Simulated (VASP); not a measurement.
Wanted: the native input for a VASP 6.6.1 run.

```
Task                   : single point
Functional             : PBE
Potentials or basis    : VASP PAW PBE potentials, release 64 (C)
Cutoff                 : 520 eV
k mesh                 : 11 × 11 × 11
Occupations            : gaussian, width 0.02 eV
Spin                   : no spin polarisation
Dipole correction      : no
Further INCAR settings : ALGO = Normal; EDIFF = 1e-06; NBANDS = 8
```

The structure of C lies in POSCAR:

```
C
1.0
    0.0000000000      1.5251517458      1.5251517458
    1.5251517458      0.0000000000      1.5251517458
    1.5251517458      1.5251517458      0.0000000000
C
1
Direct
    0.0000000000      0.0000000000      0.0000000000
```

One way to write it, as run:

INCAR

```
PREC = Accurate
ENCUT = 520
EDIFF = 1E-6
ISMEAR = 0
SIGMA = 0.02
LREAL = False
LASPH = True
NELM = 100
ALGO = Normal
ISIF = 2
LWAVE = False
LCHARG = True
GGA = PE
LELF = True
LVHAR = True
NBANDS = 8
```

KPOINTS

```
regular mesh
0
Gamma
  11 11 11
```

Potentials or basis: VASP PAW PBE potentials, release 64 (C).

Run with:

```bash
$ cat potpaw_PBE.64/C/POTCAR > POTCAR
$ mpirun -np 1 vasp_std > vasp.out
```

It gave:

The pressure is 3.6 GPa. The band gap on the k mesh is zero (band 2 reaches 16.20 eV, above the bottom of band 3 at 4.74 eV).

Wall time 1.4 s on 1 thread of Intel(R) Xeon(R) Platinum 8488C (Sapphire Rapids), with other jobs on the host, peak memory 0.11 GiB.
